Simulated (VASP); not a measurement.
# CaSe (Fm-3m) in VASP: further runs, part 2 of 2

VASP 6.6.1. Earlier steps stand in the parts before.

## (4) Single point, PBEsol

This run uses another cell than the first one, of 22.69 Å³/atom.

INCAR

```
SYSTEM = CaSe
PREC = Accurate
ENCUT = 520
EDIFF = 1E-6
ISMEAR = 0
SIGMA = 0.01
LREAL = .False.
LASPH = .True.
NELM = 80
ALGO = Normal
ISIF = 2
LWAVE = .False.
LCHARG = .False.
GGA = PS
NBANDS = 15
```

KPOINTS

```
regular mesh
0
Gamma
  8 8 8
  0 0 0
```

POSCAR

```
CaSe
1.0
    2.8310888211      2.8310888211      0.0000000000
   -2.8310888211      2.8310888211      0.0000000000
    0.0000000000      2.8310888211      2.8310888211
Ca Se
1 1
Direct
    0.0000000000      0.0000000000      0.0000000000
    0.5000000000      0.5000000000      0.0000000000
```

Potentials or basis: VASP PAW PBE potentials, release 64 (Ca_sv, Se).

Started as:

```console
cat potpaw_PBE.64/Ca_sv/POTCAR potpaw_PBE.64/Se/POTCAR > POTCAR
mpirun -np 1 vasp_std > vasp.out
```

OUTCAR:

```text
SYSTEM = CaSe
   PREC = Accurate
   ENCUT = 520
   EDIFF = 1E-6
   ISMEAR = 0
   LREAL = .False.
   LASPH = .True.
   NELM = 80
   ISIF = 2
   GGA = PS

 ion  position               nearest neighbor table
   1  0.000  0.000  0.000-   2 2.83   2 2.83   2 2.83   2 2.83   2 2.83   2 2.83
   2  0.500  0.500  0.000-   1 2.83   1 2.83   1 2.83   1 2.83   1 2.83   1 2.83

  LATTYP: Found a face centered cubic cell.
 ALAT       =     5.6621776422

  Lattice vectors:

 A1 = (   0.0000000000,   2.8310888211,   2.8310888211)
 A2 = (   2.8310888211,   0.0000000000,   2.8310888211)
 A3 = (   2.8310888211,   2.8310888211,   0.0000000000)

Analysis of symmetry for initial positions (statically):
=====================================================================
 Subroutine PRICEL returns:
 Original cell was already a primitive cell.

 Routine SETGRP: Setting up the symmetry group for a
 face centered cubic supercell.

 Subroutine GETGRP returns: Found 48 space group operations
 (whereof 48 operations were pure point group operations)
 out of a pool of 48 trial point group operations.

The static configuration has the point symmetry O_h .

Analysis of symmetry for dynamics (positions and initial velocities):
=====================================================================
 Subroutine PRICEL returns:
 Original cell was already a primitive cell.

 Routine SETGRP: Setting up the symmetry group for a
 face centered cubic supercell.

 Subroutine GETGRP returns: Found 48 space group operations
 (whereof 48 operations were pure point group operations)
 out of a pool of 48 trial point group operations.

The dynamic configuration has the point symmetry O_h .

 Subroutine INISYM returns: Found 48 space group operations
 (whereof 48 operations are pure point group operations),
 and found     1 'primitive' translations

----------------------------------------------------------------------------------------

                                     Primitive cell

  volume of cell :      45.3827

  direct lattice vectors                    reciprocal lattice vectors
     2.831088821  2.831088821  0.000000000     0.176610496  0.176610496 -0.176610496
    -2.831088821  2.831088821  0.000000000    -0.176610496  0.176610496 -0.176610496
[... 124 lines left out ...]
 number of electron      16.0000002 magnetization

 Free energy of the ion-electron system (eV)
  ---------------------------------------------------
  ext. energy  EPLUGINS =         0.00000000
  ---------------------------------------------------
  free energy    TOTEN  =        -9.96258805 eV

  energy without entropy =       -9.96258805  energy(sigma->0) =       -9.96258805

 E-fermi :   3.4159     XC(G=0):  -9.8987

 val. band max:        3.3241745283   @ k =   0.0000   0.0000   0.0000
 cond. band min:       4.8643733276   @ k =   0.5000   0.5000   0.0000
 fundamental gap:      1.5401987993
 Fermi energy:         3.4158543163

 k-point     1 :       0.0000    0.0000    0.0000
  band No.  band energies     occupation
      1     -35.8588      2.00000
      2     -16.9603      2.00000
      3     -16.9603      2.00000
      4     -16.9603      2.00000
      5      -9.0062      2.00000
      6       3.3242      2.00000
      7       3.3242      2.00000
      8       3.3242      2.00000
      9       6.8616      0.00000
     10       6.8616      0.00000
     11       6.8616      0.00000
     12       7.2630      0.00000
     13       7.6054      0.00000
     14       7.6054      0.00000
[... 401 lines left out ...]
      2     -17.1391      2.00000
      3     -17.0200      2.00000
      4     -16.9901      2.00000
      5      -8.0497      2.00000
      6      -0.0162      2.00000
      7       1.3496      2.00000
      8       1.7849      2.00000
      9       7.8490      0.00000
     10       8.1658      0.00000
     11       9.3679      0.00000
     12       9.7950      0.00000
     13      10.1644      0.00000
     14      11.0368      0.00000
     15      12.8502      0.00000

 [... further k-points ...]

------------------------ aborting loop because EDIFF is reached ----------------------------------------

  FORCE on cell =-STRESS in cart. coord.  units (eV):
  Direction    XX          YY          ZZ          XY          YZ          ZX
  --------------------------------------------------------------------------------------
  -------------------------------------------------------------------------------------
  Total        2.0634333      2.0634333      2.0634333     -0.0000000      0.0000000      0.0000000
  in kB       72.8468104     72.8468104     72.8468104     -0.0000000      0.0000000      0.0000000
  external PRESSURE =      72.8468104 kB  Pullay stress =       0.0000000 kB

 VOLUME and BASIS-vectors are now :
 -----------------------------------------------------------------------------
  energy-cutoff  :      520.00
  volume of cell :       45.38
      direct lattice vectors                 reciprocal lattice vectors
     2.831088821  2.831088821  0.000000000     0.176610496  0.176610496 -0.176610496
    -2.831088821  2.831088821  0.000000000    -0.176610496  0.176610496 -0.176610496
     0.000000000  2.831088821  2.831088821     0.000000000  0.000000000  0.353220991

 POSITION                                       TOTAL-FORCE (eV/Angst)
 -----------------------------------------------------------------------------------
      0.00000      0.00000      0.00000         0.000000      0.000000      0.000000
      0.00000      2.83109      0.00000        -0.000000     -0.000000      0.000000
 -----------------------------------------------------------------------------------
    total drift:                               -0.000000     -0.000000      0.000000

  FREE ENERGIE OF THE ION-ELECTRON SYSTEM (eV)
  ---------------------------------------------------
  free  energy   TOTEN  =        -9.9625880495 eV

  energy  without entropy=       -9.9625880495  energy(sigma->0) =       -9.96258805
```

OSZICAR:

```text
N       E                     dE             d eps       ncg     rms          rms(c)
DAV:   1     0.109294465623E+03    0.10929E+03   -0.76880E+03   870   0.101E+03
DAV:   2    -0.553663958442E+01   -0.11483E+03   -0.10942E+03  1073   0.252E+02
DAV:   3    -0.988664249201E+01   -0.43500E+01   -0.43151E+01  1164   0.475E+01
DAV:   4    -0.101072161190E+02   -0.22057E+00   -0.22050E+00  1231   0.880E+00
DAV:   5    -0.101081425604E+02   -0.92644E-03   -0.92642E-03  1143   0.665E-01    0.426E+00
DAV:   6    -0.998521810877E+01    0.12292E+00   -0.12095E-01  1024   0.203E+00    0.254E+00
DAV:   7    -0.996242991439E+01    0.22788E-01   -0.75097E-02  1165   0.192E+00    0.669E-01
DAV:   8    -0.996252721818E+01   -0.97304E-04   -0.71669E-03  1010   0.681E-01    0.959E-02
DAV:   9    -0.996255581469E+01   -0.28597E-04   -0.37511E-04  1045   0.222E-01    0.342E-02
DAV:  10    -0.996258529005E+01   -0.29475E-04   -0.67894E-05  1046   0.563E-02    0.136E-02
DAV:  11    -0.996258831642E+01   -0.30264E-05   -0.12452E-05  1080   0.344E-02    0.387E-03
DAV:  12    -0.996258804950E+01    0.26692E-06   -0.49001E-07   667   0.706E-03
   1 F= -.99625880E+01 E0= -.99625880E+01  d E =-.103751E-40
```

stdout:

```text
POSCAR found type information on POSCAR CaSe
 POSCAR found :  2 types and       2 ions
 scaLAPACK will be used
 -----------------------------------------------------------------------------
|                                                                             |
|                                                                             |
|     You enforced a specific xc type in the INCAR file but a different       |
|     I HOPE YOU KNOW WHAT YOU ARE DOING!                                     |
|                                                                             |
 -----------------------------------------------------------------------------

 LDA part: xc-table for (Slater+PW92), standard interpolation
 POSCAR, INCAR and KPOINTS ok, starting setup
 FFT: planning ... GRIDC
 FFT: planning ... GRID_SOFT
 FFT: planning ... GRID
 WAVECAR not read
 entering main loop
```

Run time: 14 s. Hardware: 1 thread of AMD EPYC 7R13 (Zen 3), shared host; peak memory 0.14 GiB.

Results:

```yaml
Free_energy: -9.9626 eV
Pressure: 7.3 GPa
Band_gap_on_the_k_mesh: 1.54 eV (least direct gap 2.61 eV)
```

Caveat: the cell stands under pressure; the PAW data sets were made with another functional, which shifts forces and pressure a little.

## (5) Single point, PBEsol

This run uses another cell than the first one, of 24.38 Å³/atom.

INCAR

```
ALGO = Normal ; EDIFF = 1E-7
ENCUT = 520 ; GGA = PS
ISIF = 2 ; ISMEAR = 0
LASPH = T ; LCHARG = F
LREAL = F ; LWAVE = F
NBANDS = 15 ; NELM = 60
PREC = Accurate ; SIGMA = 0.01
```

KPOINTS

```
k-points
0
Gamma
  8 8 8
```

POSCAR

```
CaSe
1.0
    2.8995203411      2.8995203411      0.0000000000
   -2.8995203411      2.8995203411      0.0000000000
    0.0000000000      2.8995203411      2.8995203411
Ca Se
1 1
Direct
    0.0000000000      0.0000000000      0.0000000000
    0.5000000000      0.5000000000      0.0000000000
```

Started as:

```console
cat potpaw_PBE.64/Ca_sv/POTCAR potpaw_PBE.64/Se/POTCAR > POTCAR
mpirun -np 1 vasp_std > vasp.out
```

It took 16 s on 1 thread of AMD EPYC 7R13 (Zen 3), shared host; peak memory 0.15 GiB.

Results (log left out):

```
Free energy            : -10.0604 eV
Pressure               : 2.2 GPa
Band gap on the k mesh : 1.77 eV (least direct gap 2.77 eV)
```

Levels at points of the mesh, in eV from the valence-band top:
| k point | band 6 | band 7 | band 8 | band 9 | band 10 | band 11 |
| --- | --- | --- | --- | --- | --- | --- |
| (0.00, 0.00, 0.00) | 0.00 | 0.00 | 0.00 | 3.51 | 3.61 | 3.61 |
| (0.50, 0.00, 0.00) | -3.57 | -1.35 | -1.35 | 4.47 | 5.60 | 5.62 |
| (0.50, 0.50, 0.00) | -2.71 | -1.00 | -1.00 | 1.77 | 5.13 | 5.20 |

Caveat: the PAW data sets were made with another functional, which shifts forces and pressure a little. A k mesh can miss the band edges.

## (6) The runs side by side

| cell | gap on the mesh (eV) | pressure (GPa) |
| --- | --- | --- |
| a = 3.890 Å, angles 60.0, 60.0, 90.0°, 2 atoms | 1.22 | 15.4 |
| a = 3.956 Å, angles 60.0, 60.0, 90.0°, 2 atoms | 1.41 | 10.4 |
| a = 4.004 Å, angles 60.0, 60.0, 90.0°, 2 atoms | 1.54 | 7.3 |
| a = 4.101 Å, angles 60.0, 60.0, 90.0°, 2 atoms | 1.77 | 2.2 |

Alike in all rows: task single point; level PBEsol; potentials or basis VASP PAW PBE potentials, release 64 (Ca_sv, Se); no spin polarisation; k mesh 8 × 8 × 8; cutoff (eV) 520; smearing gaussian 0.01 eV.

Caveats: the PAW data sets were made with another functional, which shifts forces and pressure a little; the cell stands under pressure (at least some runs).

Absolute energies hang on the potentials; compare differences alone.
